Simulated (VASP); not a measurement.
# InAs (F-43m) in VASP: further runs, part 3 of 3

VASP 6.6.1. The steps go on from the part before.

### Step 6. Electric field gradients, PBE (volume scaled by 1.02)

Input file INCAR:

```
SYSTEM = InAs
ALGO = Normal ; EDIFF = 1E-8
ENCUT = 520 ; GGA = PE
ISIF = 2 ; ISMEAR = -1
LASPH = .TRUE. ; LCHARG = .FALSE.
LEFG = .TRUE. ; LREAL = .FALSE.
LWAVE = .FALSE. ; NBANDS = 16
NELM = 60 ; PREC = Accurate
SIGMA = 0.08
```

Input file KPOINTS:

```
k-points
0
G
  10 10 10
  0 0 0
```

Input file POSCAR:

```
InAs
1.0
    0.0000000000      3.0440270737      3.0440270737
    3.0440270737      0.0000000000      3.0440270737
    3.0440270737      3.0440270737      0.0000000000
In As
1 1
Direct
    0.0000000000      0.0000000000      0.0000000000
    0.7500000000      0.7500000000      0.7500000000
```

Potentials or basis: VASP PAW PBE potentials, release 64 (In_d, As).

Run with:

```bash
> cat potpaw_PBE.64/In_d/POTCAR potpaw_PBE.64/As/POTCAR > POTCAR
> mpirun -np 1 vasp_std > vasp.out
```

OUTCAR:

```text
SYSTEM = InAs
   EDIFF = 1E-8
   ENCUT = 520
   GGA = PE
   ISIF = 2
   ISMEAR = -1
   LASPH = .TRUE.
   LREAL = .FALSE.
   NELM = 60
   PREC = Accurate

 ion  position               nearest neighbor table
   1  0.000  0.000  0.000-   2 2.64   2 2.64   2 2.64   2 2.64
   2  0.750  0.750  0.750-   1 2.64   1 2.64   1 2.64   1 2.64

  LATTYP: Found a face centered cubic cell.
 ALAT       =     6.0880541474

  Lattice vectors:

 A1 = (   0.0000000000,   3.0440270737,   3.0440270737)
 A2 = (   3.0440270737,   0.0000000000,   3.0440270737)
 A3 = (   3.0440270737,   3.0440270737,   0.0000000000)

Analysis of symmetry for initial positions (statically):
=====================================================================
 Subroutine PRICEL returns:
 Original cell was already a primitive cell.

 Routine SETGRP: Setting up the symmetry group for a
 face centered cubic supercell.

 Subroutine GETGRP returns: Found 24 space group operations
[... 642 lines left out ...]
  volume of cell :       56.41
      direct lattice vectors                 reciprocal lattice vectors
     0.000000000  3.044027074  3.044027074    -0.164256095  0.164256095  0.164256095
     3.044027074  0.000000000  3.044027074     0.164256095 -0.164256095  0.164256095
     3.044027074  3.044027074  0.000000000     0.164256095  0.164256095 -0.164256095

 POSITION                                       TOTAL-FORCE (eV/Angst)
 -----------------------------------------------------------------------------------
      0.00000      0.00000      0.00000        -0.000000     -0.000000     -0.000000
      4.56604      4.56604      4.56604         0.000000      0.000000      0.000000
 -----------------------------------------------------------------------------------
    total drift:                                0.000000      0.000000      0.000000

  FREE ENERGIE OF THE ION-ELECTRON SYSTEM (eV)
  ---------------------------------------------------
  free  energy   TOTEN  =        -7.6963054928 eV

  energy  without entropy=       -7.6955874474  energy(sigma->0) =       -7.69594647

 Electric field gradients (V/A^2)
---------------------------------------------------------------------
 ion       V_xx      V_yy      V_zz      V_xy      V_xz      V_yz
---------------------------------------------------------------------
   1      -0.000    -0.000     0.000    -0.001    -0.001    -0.001
   2      -0.000     0.000     0.000     0.000     0.000     0.000
---------------------------------------------------------------------

 Electric field gradients after diagonalization (V/A^2)
 (convention: |V_zz| > |V_xx| > |V_yy|)
----------------------------------------------------------------------
 ion       V_xx      V_yy      V_zz     asymmetry (V_yy - V_xx)/ V_zz
----------------------------------------------------------------------
   1       0.001     0.001    -0.002       0.000
   2      -0.000    -0.000     0.001       0.000
----------------------------------------------------------------------

           NMR quadrupolar parameters

 Cq : quadrupolar parameter    Cq=e*Q*V_zz/h
 eta: asymmetry parameters     (V_yy - V_xx)/ V_zz
 Q  : nuclear electric quadrupole moment in mb (millibarn)
----------------------------------------------------------------------
 ion       Cq(MHz)       eta       Q (mb)
----------------------------------------------------------------------
   1      -0.000       0.000       1.000
   2       0.000       0.000       1.000
----------------------------------------------------------------------
```

OSZICAR:

```text
N       E                     dE             d eps       ncg     rms          rms(c)
DAV:   1     0.112053084391E+03    0.11205E+03   -0.82515E+03  1504   0.120E+03
DAV:   2    -0.318551592158E+00   -0.11237E+03   -0.10783E+03  1656   0.291E+02
DAV:   3    -0.776433532376E+01   -0.74458E+01   -0.74149E+01  1896   0.739E+01
DAV:   4    -0.795734964828E+01   -0.19301E+00   -0.19297E+00  1968   0.134E+01
DAV:   5    -0.796565310587E+01   -0.83035E-02   -0.83034E-02  2144   0.227E+00    0.439E+00
DAV:   6    -0.771782468834E+01    0.24783E+00   -0.37113E-01  2360   0.101E+01    0.245E+00
DAV:   7    -0.769434477569E+01    0.23480E-01   -0.11326E-01  2104   0.292E+00    0.722E-01
DAV:   8    -0.769548625077E+01   -0.11415E-02   -0.13050E-02  1928   0.129E+00    0.184E-01
DAV:   9    -0.769609102441E+01   -0.60477E-03   -0.97196E-04  1808   0.272E-01    0.108E-01
DAV:  10    -0.769625581047E+01   -0.16479E-03   -0.19272E-04  1984   0.191E-01    0.606E-02
DAV:  11    -0.769630445093E+01   -0.48640E-04   -0.11454E-04  1720   0.116E-01    0.402E-02
DAV:  12    -0.769630496006E+01   -0.50913E-06   -0.64837E-06  1808   0.280E-02    0.706E-03
DAV:  13    -0.769630529506E+01   -0.33501E-06   -0.19406E-06  1888   0.738E-03    0.311E-03
DAV:  14    -0.769630531950E+01   -0.24435E-07   -0.12897E-07  2080   0.303E-03    0.123E-03
DAV:  15    -0.769630542781E+01   -0.10831E-06   -0.69156E-09  1544   0.648E-04    0.673E-04
DAV:  16    -0.769630549601E+01   -0.68199E-07   -0.17782E-09  1336   0.525E-04    0.155E-04
DAV:  17    -0.769630549276E+01    0.32499E-08   -0.54962E-10   888   0.196E-04
   1 F= -.76963055E+01 E0= -.76959465E+01  d E =-.718045E-03
```

It took 16 s on 1 thread of Intel Xeon 6975P-C (Granite Rapids), shared host; peak memory 0.2 GiB.

Results:

* Free energy: -7.6963 eV
* Pressure: 2.7 GPa
* Band gap on the k mesh: zero (filled and empty bands touch)

Caveat: without QUAD_EFG the Cq values of the log hold for a quadrupole moment of 1 mb, not for the nuclei; spin-orbit coupling is left out, which moves the levels of the heavy elements.

### Step 7. Summary

| cell | gap on the mesh (eV) | pressure (GPa) |
| --- | --- | --- |
| a = 4.219 Å, angles 60.0°, 2 atoms | - | 6.9 |
| a = 4.248 Å, angles 60.0°, 2 atoms | none | 5.4 |
| a = 4.277 Å, angles 60.0°, 2 atoms | none | 3.9 |
| a = 4.305 Å, angles 60.0°, 2 atoms | none | 2.7 |

Alike in all rows: task electric field gradients; level PBE; potentials or basis VASP PAW PBE potentials, release 64 (In_d, As); no spin polarisation; k mesh 10 × 10 × 10; cutoff (eV) 520; smearing fermi-dirac 0.08 eV.

Caveats: spin-orbit coupling is left out, which moves the levels of the heavy elements.

Absolute energies hang on the potentials; compare differences alone.
